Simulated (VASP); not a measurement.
# Hf2S (P6_3/mmc) in VASP: notebook

Hf2S is run at these levels: PBEsol; tasks: single point, relaxation of shape and atoms at fixed volume.

Program: VASP 6.6.1. These are calculated values, not measurements. Logs are shortened: lines on timing, memory, paths and dates and some standing lists are left out, and cuts for length are marked.

## (1) The cell of the first run

Symmetry: P6_3/mmc, No. 194, hexagonal system. The conventional cell has a = 3.423 Å, b = 3.423 Å, c = 11.815 Å, α = 90.00°, β = 90.00°, γ = 120.00°. Within 3.6 Å of Hf (site symmetry 3m) lie 3 S at 2.64 Å and 10 Hf at 3.11 to 3.51 Å. S (site symmetry -6m2) has 6 Hf at 2.64 Å and 6 S at 3.42 Å within 3.5 Å.

## (2) Single point, PBEsol (19.99 Å³/atom)

File INCAR:

```
ALGO = Normal ; EDIFF = 1E-6
ENCUT = 520 ; GGA = PS
ISIF = 2 ; ISMEAR = 0
LASPH = True ; LCHARG = False
LREAL = False ; LWAVE = False
NBANDS = 35 ; NELM = 80
PREC = Accurate ; SIGMA = 0.1
```

File KPOINTS:

```
k-points
0
Gamma
  12 12 4
```

File POSCAR:

```
Hf2S
1.0
    3.4233639517      0.0000000000      0.0000000000
   -1.7116819759      2.9647201486      0.0000000000
    0.0000000000      0.0000000000     11.8153263650
Hf S
4 2
Direct
    0.6666666667      0.3333333333      0.8983447897
    0.3333333333      0.6666666667      0.3983447897
    0.6666666667      0.3333333333      0.6016552103
    0.3333333333      0.6666666667      0.1016552103
    0.0000000000      0.0000000000      0.7500000000
    0.0000000000      0.0000000000      0.2500000000
```

Potentials or basis: VASP PAW PBE potentials, release 64 (Hf_pv, S).

Command:

```
> cat potpaw_PBE.64/Hf_pv/POTCAR potpaw_PBE.64/S/POTCAR > POTCAR
> mpirun -np 1 vasp_std > vasp.out
```

OUTCAR:

```text
EDIFF = 1E-6
   ENCUT = 520
   GGA = PS
   ISIF = 2
   ISMEAR = 0
   LASPH = True
   LREAL = False
   NELM = 80
   PREC = Accurate

 ion  position               nearest neighbor table
   1  0.667  0.333  0.898-   5 2.64   5 2.64   5 2.64   4 3.11   4 3.11   4 3.11   3 3.51
   2  0.333  0.667  0.398-   6 2.64   6 2.64   6 2.64   3 3.11   3 3.11   3 3.11   4 3.51
   3  0.667  0.333  0.602-   5 2.64   5 2.64   5 2.64   2 3.11   2 3.11   2 3.11   1 3.51
   4  0.333  0.667  0.102-   6 2.64   6 2.64   6 2.64   1 3.11   1 3.11   1 3.11   2 3.51
   5  0.000  0.000  0.750-   1 2.64   3 2.64   1 2.64   3 2.64   1 2.64   3 2.64
   6  0.000  0.000  0.250-   2 2.64   4 2.64   2 2.64   4 2.64   2 2.64   4 2.64

  LATTYP: Found a hexagonal cell.
 ALAT       =     3.4233639517
 C/A-ratio  =     3.4513789745

  Lattice vectors:

 A1 = (   3.4233639517,   0.0000000000,   0.0000000000)
 A2 = (  -1.7116819759,   2.9647201486,   0.0000000000)
 A3 = (   0.0000000000,   0.0000000000,  11.8153263650)

Analysis of symmetry for initial positions (statically):
=====================================================================
 Subroutine PRICEL returns:
 Original cell was already a primitive cell.

 Routine SETGRP: Setting up the symmetry group for a
 hexagonal supercell.

 Subroutine GETGRP returns: Found 24 space group operations
 (whereof 12 operations were pure point group operations)
 out of a pool of 24 trial point group operations.

The static configuration has the point symmetry D_3d.
 The point group associated with its full space group is D_6h.

Analysis of symmetry for dynamics (positions and initial velocities):
=====================================================================
 Subroutine PRICEL returns:
 Original cell was already a primitive cell.

 Routine SETGRP: Setting up the symmetry group for a
 hexagonal supercell.

 Subroutine GETGRP returns: Found 24 space group operations
 (whereof 12 operations were pure point group operations)
 out of a pool of 24 trial point group operations.

The dynamic configuration has the point symmetry D_3d.
 The point group associated with its full space group is D_6h.

 Subroutine INISYM returns: Found 24 space group operations
 (whereof 12 operations are pure point group operations),
 and found     1 'primitive' translations

----------------------------------------------------------------------------------------

                                     Primitive cell

  volume of cell :     119.9175

  direct lattice vectors                    reciprocal lattice vectors
     3.423363952  0.000000000  0.000000000     0.292110338  0.168649982  0.000000000
    -1.711681976  2.964720149  0.000000000     0.000000000  0.337299964  0.000000000
     0.000000000  0.000000000 11.815326365     0.000000000  0.000000000  0.084635834

  length of vectors
     3.423363952  3.423363952 11.815326365     0.337299964  0.337299964  0.084635834

  position of ions in fractional coordinates (direct lattice)
     0.666666667  0.333333333  0.898344790
     0.333333333  0.666666667  0.398344790
     0.666666667  0.333333333  0.601655210
     0.333333333  0.666666667  0.101655210
     0.000000000  0.000000000  0.750000000
     0.000000000  0.000000000  0.250000000

  ion indices of the primitive-cell ions
   primitive index   ion index
                 1           1
                 2           2
                 3           3
                 4           4
                 5           5
                 6           6

----------------------------------------------------------------------------------------

 KPOINTS: k-points

Automatic generation of k-mesh.
 Grid dimensions read from file:
 generate k-points for:   12   12    4

 Generating k-lattice:

  Cartesian coordinates                     Fractional coordinates (reciprocal lattice)
     0.024342528  0.014054165  0.000000000     0.083333333  0.000000000  0.000000000
     0.000000000  0.028108330  0.000000000     0.000000000  0.083333333  0.000000000
     0.000000000  0.000000000  0.021158958     0.000000000  0.000000000  0.250000000

  Length of vectors
     0.028108330  0.028108330  0.021158958

  Shift w.r.t. Gamma in fractional coordinates (k-lattice)
     0.000000000  0.000000000  0.000000000

 Subroutine IBZKPT returns following result:
 ===========================================

 Found     57 irreducible k-points:

 Following reciprocal coordinates:
            Coordinates               Weight
  0.000000  0.000000  0.000000      1.000000
  0.083333 -0.000000  0.000000      6.000000
  0.166667  0.000000  0.000000      6.000000
  0.250000  0.000000  0.000000      6.000000
  0.333333  0.000000  0.000000      6.000000
  0.416667  0.000000  0.000000      6.000000
[... 16 lines left out ...]
  0.250000  0.000000  0.250000     12.000000
  0.333333  0.000000  0.250000     12.000000
 [... further k-points ...]
   k-points           NKPTS =     57   k-points in BZ     NKDIM =     57   number of bands    NBANDS=     35
   number of dos      NEDOS =    301   number of ions     NIONS =      6
   total plane-waves  NPLWV =  70560
   dimension x,y,z NGX =    28 NGY =   28 NGZ =   90
   dimension x,y,z NGXF=    56 NGYF=   56 NGZF=  180
   ions per type =               4   2
   NGX,Y,Z   is equivalent  to a cutoff of  13.60, 13.60, 12.66 a.u.
   NGXF,Y,Z  is equivalent  to a cutoff of  27.19, 27.19, 25.33 a.u.
 SYSTEM =  unknown system
   PREC   = accura    normal or accurate (medium, high low for compatibility)
   ISTART =      0    job   : 0-new  1-cont  2-samecut
   ICHARG =      2    charge: 1-file 2-atom 10-const
   ISPIN  =      1    spin polarized calculation?
   LNONCOLLINEAR =      F non collinear calculations
   LSORBIT =      F    spin-orbit coupling
   LASPH  =      T    aspherical Exc in radial PAW
   ENCUT  =  520.0 eV  38.22 Ry    6.18 a.u.   6.37  6.37 21.97*2*pi/ulx,y,z
   NELM   =     80;   NELMIN=  2; NELMDL= -5     # of ELM steps
   EDIFF  = 0.1E-05   stopping-criterion for ELM
   LREAL  =      F    real-space projection
   EDIFFG = 0.1E-04   stopping-criterion for IOM
   NSW    =      0    number of steps for IOM
   IBRION =     -1    ionic relax: 0-MD 1-quasi-New 2-CG
   NFREE  =      0    steps in history (QN), initial steepest desc. (CG)
   ISIF   =      2    stress and relaxation
   ISYM   =      2    0-nonsym 1-usesym 2-fastsym
   POTIM  = 0.5000    time-step for ionic-motion
   TEBEG  =    0.0;   TEEND  =   0.0 temperature during run
   PSTRESS=    0.0 pullay stress
   NELECT =      52.0000    total number of electrons
   NUPDOWN=      -1.0000    fix difference up-down
   EMIN   =  10.00;   EMAX   =-10.00  energy-range for DOS
   EFERMI =   0.00;   METHOD = LEGACY
   ISMEAR =     0;   SIGMA  =   0.10  broadening in eV -4-tet -1-fermi 0-gaus
   EFERMI_NEDOS =   21; number of points for ismear=-14 and -15
   IALGO  =     38    algorithm
   IMIX   =      4    mixing-type and parameters
     AMIX     =   0.40;   BMIX     =  1.00
     AMIX_MAG =   1.60;   BMIX_MAG =  1.00
  volume/ion in A,a.u.               =      19.99       134.87
  Fermi-wavevector in a.u.,A,eV,Ry     =   1.239125  2.341607 20.890803  1.535431
  Thomas-Fermi vector in A             =   2.373621
   LORBIT       =      0    0 simple, 1 ext, 2 COOP (PROOUT), +10 PAW based schemes
   GGA     = PS    functional components
   LHFCALC =     F    Hartree Fock is set to
   AEXX    =    0.0000 exact exchange contribution
   IVDW    =     0    specifies the selected vdW correction
   LEPSILON=     F    determine dielectric tensor
   LRPA    =     F    only Hartree local field effects (RPA)
 non-spin polarized calculation
 Gauss-broadening in eV      SIGMA  =   0.10
  energy-cutoff  :      520.00
  volume of cell :      119.92
 maximum number of plane-waves:      3264
 NGX is ok and might be reduce to    28
   NGX = 13   NGY = 13   NGZ = 43

 number of electron      52.0000001 magnetization

 Free energy of the ion-electron system (eV)
  ---------------------------------------------------
  ext. energy  EPLUGINS =         0.00000000
  ---------------------------------------------------
  free energy    TOTEN  =       -57.27982119 eV

  energy without entropy =      -57.26572944  energy(sigma->0) =      -57.27277532

 E-fermi :   5.9991     XC(G=0): -11.3337

 val. band max:        5.9906776006   @ k =   0.0000   0.0000   0.0000
 cond. band min:       6.0093380398   @ k =   0.0833   0.0833   0.0000
 fundamental gap:      0.0186604392
 Fermi energy:         5.9991469136

 k-point     1 :       0.0000    0.0000    0.0000
  band No.  band energies     occupation
      1     -25.3238      2.00000
      2     -25.2104      2.00000
      3     -24.9423      2.00000
      4     -24.8709      2.00000
      5     -24.8709      2.00000
      6     -24.8617      2.00000
[... 27 lines left out ...]
     34       8.5353      0.00000
     35       8.7369      0.00000

 k-point     2 :       0.0833   -0.0000    0.0000
  band No.  band energies     occupation
      1     -25.3153      2.00000
      2     -25.2041      2.00000
      3     -24.9666      2.00000
      4     -24.8992      2.00000
      5     -24.8777      2.00000
      6     -24.8685      2.00000
[... 27 lines left out ...]
     34       8.3643      0.00000
     35       8.5702      0.00000

 k-point     3 :       0.1667    0.0000    0.0000
  band No.  band energies     occupation
      1     -25.2924      2.00000
      2     -25.1878      2.00000
      3     -25.0248      2.00000
      4     -24.9697      2.00000
      5     -24.8958      2.00000
      6     -24.8861      2.00000
[... 27 lines left out ...]
     34       8.3936      0.00000
     35       8.4428      0.00000
[... 723 lines left out ...]
 k-point    23 :       0.2500    0.0000    0.2500
  band No.  band energies     occupation
      1     -25.2533      2.00000
      2     -25.1907      2.00000
      3     -25.0869      2.00000
      4     -25.0564      2.00000
      5     -24.9304      2.00000
      6     -24.9183      2.00000
[... 27 lines left out ...]
     34       8.5788      0.00000
     35       8.8341      0.00000

 k-point    24 :       0.3333    0.0000    0.2500
  band No.  band energies     occupation
      1     -25.2352      2.00000
      2     -25.1878      2.00000
      3     -25.1565      2.00000
      4     -25.1318      2.00000
      5     -24.9775      2.00000
      6     -24.9453      2.00000
[... 27 lines left out ...]
     34       8.8787      0.00000
     35       9.4157      0.00000

 [... further k-points ...]

------------------------ aborting loop because EDIFF is reached ----------------------------------------

  FORCE on cell =-STRESS in cart. coord.  units (eV):
  Direction    XX          YY          ZZ          XY          YZ          ZX
  --------------------------------------------------------------------------------------
  -------------------------------------------------------------------------------------
  Total       -5.8182623     -5.8182623     -5.8364049      0.0000000      0.0000000     -0.0000000
  in kB      -77.7358542    -77.7358543    -77.9782523      0.0000000      0.0000000     -0.0000000
  external PRESSURE =     -77.8166536 kB  Pullay stress =       0.0000000 kB

 VOLUME and BASIS-vectors are now :
 -----------------------------------------------------------------------------
  energy-cutoff  :      520.00
  volume of cell :      119.92
      direct lattice vectors                 reciprocal lattice vectors
     3.423363952  0.000000000  0.000000000     0.292110338  0.168649982  0.000000000
    -1.711681976  2.964720149  0.000000000     0.000000000  0.337299964  0.000000000
     0.000000000  0.000000000 11.815326365     0.000000000  0.000000000  0.084635834

 POSITION                                       TOTAL-FORCE (eV/Angst)
 -----------------------------------------------------------------------------------
      1.71168      0.98824     10.61424        -0.000000     -0.000000     -0.004940
     -0.00000      1.97648      4.70657         0.000000     -0.000000     -0.004940
      1.71168      0.98824      7.10875         0.000000      0.000000      0.004940
     -0.00000      1.97648      1.20109         0.000000      0.000000      0.004940
      0.00000      0.00000      8.86149        -0.000000      0.000000     -0.000000
      0.00000      0.00000      2.95383        -0.000000     -0.000000     -0.000000
 -----------------------------------------------------------------------------------
    total drift:                                0.000000      0.000000      0.000000

  FREE ENERGIE OF THE ION-ELECTRON SYSTEM (eV)
  ---------------------------------------------------
  free  energy   TOTEN  =       -57.2798211903 eV

  energy  without entropy=      -57.2657294441  energy(sigma->0) =      -57.27277532
```

Wall time 2.7 min (1 thread of AMD EPYC 7R13 (Zen 3), shared host); peak memory 0.33 GiB.

What came out:

| Quantity | Value |
| --- | --- |
| Free energy | -57.2798 eV |
| Pressure | -7.8 GPa |
| Largest force | 0.005 eV/Å |
| Band gap on the k mesh | zero (bands 26 and 27 overlap by 0.98 eV) |

Forces on the atoms (eV/Å):
```
Hf   0.000  0.000 -0.005
Hf   0.000  0.000 -0.005
Hf   0.000  0.000  0.005
Hf   0.000  0.000  0.005
S    0.000  0.000  0.000
S    0.000  0.000  0.000
```

Caveat: the cell stands under tension; the PAW data sets were made with another functional, which shifts forces and pressure a little; spin-orbit coupling is left out, which moves the levels of the heavy elements.

## (3) Single point, PBEsol (20.74 Å³/atom)

This run uses another cell than the first one, of 20.74 Å³/atom.

File INCAR:

```
ALGO     = Normal         # electronic algorithm
EDIFF    = 1E-6           # SCF threshold, eV
ENCUT    = 520            # plane-wave cutoff, eV
GGA      = PS             # functional
ISIF     = 2              # what is computed and relaxed
ISMEAR   = 0              # smearing method
LASPH    = T              # aspherical terms in the spheres
LCHARG   = T              # write CHGCAR
LELF     = T              # ELF
LREAL    = F              # projectors in reciprocal space
LVHAR    = T            
LWAVE    = F              # write WAVECAR
NBANDS   = 35             # bands
NELM     = 100            # most SCF steps
PREC     = Accurate       # precision mode
SIGMA    = 0.1            # smearing width, eV
```

KPOINTS is that of step 2.

File POSCAR:

```
Hf2S
1.0
    3.4722716179      0.0000000000      0.0000000000
   -1.7361358090      3.0070754300      0.0000000000
    0.0000000000      0.0000000000     11.9182175251
Hf S
4 2
Direct
    0.6666666667      0.3333333333      0.8983819804
    0.3333333333      0.6666666667      0.3983819804
    0.6666666667      0.3333333333      0.6016180196
    0.3333333333      0.6666666667      0.1016180196
    0.0000000000      0.0000000000      0.7500000000
    0.0000000000      0.0000000000      0.2500000000
```

Potentials or basis: VASP PAW PBE potentials, release 64 (Hf_pv, S).

Command:

```
> cat potpaw_PBE.64/Hf_pv/POTCAR potpaw_PBE.64/S/POTCAR > POTCAR
> mpirun -np 1 vasp_std > vasp.out
```

It took 2.9 min on 1 thread of AMD EPYC 7R13 (Zen 3), shared host; peak memory 0.33 GiB.

Results (log left out):

```
Free energy            : -57.0057 eV
Pressure               : -11.6 GPa
Largest force          : 0.011 eV/Å
Band gap on the k mesh : zero (bands 26 and 27 overlap by 0.93 eV)
```

Forces in eV/Å, atoms in the order of the input:
```
Hf   0.000  0.000 -0.011
Hf   0.000  0.000 -0.011
Hf   0.000  0.000  0.011
Hf   0.000  0.000  0.011
S    0.000  0.000  0.000
S    0.000  0.000  0.000
```

Stress tensor (GPa, compression positive):
```
-11.55   0.00   0.00
  0.00 -11.55   0.00
  0.00   0.00 -11.63
```

Levels at points of the mesh, in eV from the Fermi level:
```tsv
k point	band 24	band 25	band 26	band 27	band 28	band 29
(0.00, 0.00, 0.00)	-0.15	-0.01	0.39	0.39	0.48	0.48
(0.50, 0.00, 0.00)	-1.31	-1.25	-0.78	-0.54	0.78	0.95
(0.00, 0.00, 0.50)	-1.16	0.33	0.33	0.33	0.33	1.30
(0.50, 0.00, 0.50)	-1.68	-1.10	-1.10	0.28	0.28	1.28
```

Caveat: the cell stands under tension; the PAW data sets were made with another functional, which shifts forces and pressure a little; spin-orbit coupling is left out, which moves the levels of the heavy elements.

## (4) Relaxation of shape and atoms at fixed volume, PBEsol (16.59 Å³/atom)

This run uses another cell than the first one, of 16.59 Å³/atom.

File INCAR:

```
SYSTEM = Hf2S
PREC = Accurate ; ENCUT = 600
EDIFF = 1E-6 ; ISMEAR = 0
SIGMA = 0.1 ; LREAL = .FALSE.
LASPH = .TRUE. ; NELM = 80
ALGO = Normal ; ISIF = 4
LWAVE = .FALSE. ; LCHARG = .FALSE.
GGA = PS ; IBRION = 2
NSW = 50 ; EDIFFG = -0.01
```

File KPOINTS:

```
Automatic mesh
0
G
  12 12 4
  0 0 0
```

File POSCAR:

```
Hf2S
1.0
    3.1865646266      0.0000000000      0.0000000000
   -1.5932823133      2.7596459174      0.0000000000
    0.0000000000      0.0000000000     11.3209589059
Hf S
4 2
Direct
    0.6666666667      0.3333333333      0.8995751313
    0.3333333333      0.6666666667      0.3995751313
    0.6666666667      0.3333333333      0.6004248687
    0.3333333333      0.6666666667      0.1004248687
    0.0000000000      0.0000000000      0.7500000000
    0.0000000000      0.0000000000      0.2500000000
```

Command:

```
> cat potpaw_PBE.64/Hf_pv/POTCAR potpaw_PBE.64/S/POTCAR > POTCAR
> mpirun -np 1 vasp_std > vasp.out
```

Wall time 6 min (1 thread of AMD EPYC 7R13 (Zen 3), shared host); peak memory 0.34 GiB.

Results (log left out):

```
Free energy                  : -56.6133 eV
Energy gained by relaxing    : 0.6 meV/atom
Ionic steps                  : 5
Pressure after relaxing      : 22.6 GPa
Largest force after relaxing : 0.003 eV/Å
Band gap on the k mesh       : zero (bands 26 and 27 overlap by 1.03 eV)
```

Forces in eV/Å, atoms in the order of the input:
```
Hf   0.000  0.000 -0.003
Hf   0.000  0.000 -0.003
Hf   0.000  0.000  0.003
Hf   0.000  0.000  0.003
S    0.000  0.000  0.000
S    0.000  0.000  0.000
```

The path:
```
step  energy change (eV)  largest force (eV/Å)  pressure (GPa)  volume (Å³)
   1              0.0000                0.0461           22.89        99.55
   2             -0.0032                0.0389           22.64        99.55
   3             -0.0033                0.0367           22.58        99.55
   4             -0.0033                0.0368           22.59        99.55
   5             -0.0035                0.0032           22.57        99.55
```

Final structure:
```cif
data_structure
_symmetry_space_group_name_H-M 'P 1'
_symmetry_Int_Tables_number 1
_cell_length_a 3.1767
_cell_length_b 3.1767
_cell_length_c 11.3910
_cell_angle_alpha 90.000
_cell_angle_beta 90.000
_cell_angle_gamma 120.000
_cell_volume 99.55
loop_
_atom_site_label
_atom_site_type_symbol
_atom_site_fract_x
_atom_site_fract_y
_atom_site_fract_z
_atom_site_occupancy
Hf1 Hf 0.66667 0.33333 0.89998 1
Hf2 Hf 0.33333 0.66667 0.39998 1
Hf3 Hf 0.66667 0.33333 0.60002 1
Hf4 Hf 0.33333 0.66667 0.10002 1
S1 S 0.00000 0.00000 0.75000 1
S2 S 0.00000 0.00000 0.25000 1
```

Levels at points of the mesh, in eV from the Fermi level:
```
           k point  band 24  band 25  band 26  band 27  band 28  band 29
(0.00, 0.00, 0.00)    -0.29    -0.04     0.60     0.60     0.67     0.67
(0.50, 0.00, 0.00)    -1.45    -1.08    -0.56    -0.43     1.01     1.08
(0.00, 0.00, 0.50)    -1.13     0.52     0.52     0.52     0.52     1.45
(0.50, 0.00, 0.50)    -1.95    -0.67    -0.67     0.36     0.36     1.71
```

Caveat: the PAW data sets were made with another functional, which shifts forces and pressure a little; spin-orbit coupling is left out, which moves the levels of the heavy elements.

(Continued in part 2 of 2.)
